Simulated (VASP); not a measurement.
Set up this calculation in VASP 6.6.1, as the native input.

| Property | Result |
| --- | --- |
| Task | single point |
| Functional | PBE |
| Potentials or basis | VASP PAW PBE potentials, release 64 (Y_sv) |
| Cutoff | 520 eV |
| k mesh | 18 × 18 × 8 |
| Occupations | gaussian, width 0.15 eV |
| Spin | no spin polarisation |
| Dipole correction | no |
| Further INCAR settings | ALGO = Fast; EDIFF = 1e-07; NBANDS = 18 |

The structure of Y lies in POSCAR:

```
Y
1.0
    3.4689242752      0.0000000000      0.0000000000
   -1.7344621376      3.0041765462      0.0000000000
    0.0000000000      0.0000000000      6.0347700000
Y
2
Direct
    0.3333333333      0.6666666667      0.2500000000
    0.6666666667      0.3333333333      0.7500000000
```

This cell differs from its parent crystal: strain -0.050 along x and y, +0.050 along z.

One way to write it, as run:

INCAR

```
SYSTEM = Y
ALGO     = Fast           ! electronic algorithm
EDIFF    = 1E-7           ! SCF threshold, eV
ENCUT    = 520            ! plane-wave cutoff, eV
GGA      = PE             ! functional
ISIF     = 2              ! what is computed and relaxed
ISMEAR   = 0              ! smearing method
LASPH    = .True.         ! aspherical terms in the spheres
LCHARG   = .False.        ! write CHGCAR
LREAL    = .False.        ! projectors in reciprocal space
LWAVE    = .False.        ! write WAVECAR
NBANDS   = 18             ! bands
NELM     = 100            ! most SCF steps
PREC     = Accurate       ! precision mode
SIGMA    = 0.15           ! smearing width, eV
```

KPOINTS

```
k-points
0
Gamma
  18 18 8
  0 0 0
```

Potentials or basis: VASP PAW PBE potentials, release 64 (Y_sv).

Run with:

```console
$ cat potpaw_PBE.64/Y_sv/POTCAR > POTCAR
$ mpirun -np 1 vasp_std > vasp.out
```

It gave:

```yaml
Pressure: 1.7 GPa
Band_gap_on_the_k_mesh: zero (band 11 reaches 3.78 eV, above the bottom of band 12 at 2.92 eV)
```

Caveat: the cell differs from its parent crystal (strain -0.050 along x and y, +0.050 along z).

Wall time 3.8 min on 1 thread of Intel(R) Xeon(R) Platinum 8488C (Sapphire Rapids) (shared host), peak memory 0.34 GiB.
